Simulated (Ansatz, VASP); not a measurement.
Two plane-wave programs on BeS

```
Be S
1.0
     0.00000    2.43098    2.43098
     2.43098    0.00000    2.43098
     2.43098    2.43098    0.00000
Be S
1 1
Direct
  0.00000 0.00000 0.00000
  0.75000 0.75000 0.75000
```

Alike in both runs: task single point; functional BLYP; dispersion D3(BJ); k mesh 8 × 8 × 8; occupations gaussian, width 0.05 eV; no spin polarisation.

|  | VASP | Ansatz |
| --- | --- | --- |
| version | VASP 6.6.1 | Ansatz 0.2.0 |
| potentials or method | VASP PAW PBE potentials, release 64 (Be, S), cutoff 600 eV | scalar-relativistic, plane waves, PAW |
| valence electrons in the cell | 8 | 8 |

Ansatz gave:

- gap on the k mesh at the Fermi level (eV): 3.39
- least direct gap on the mesh (eV): 5.75
- pressure (GPa): -3.7

Task: Estimate VASP's values.

Result: gap on the k mesh at the Fermi level (eV): 3.42; least direct gap on the mesh (eV): 5.79; pressure (GPa): -4.0.

VASP's potentials were made for PBE, not for BLYP.
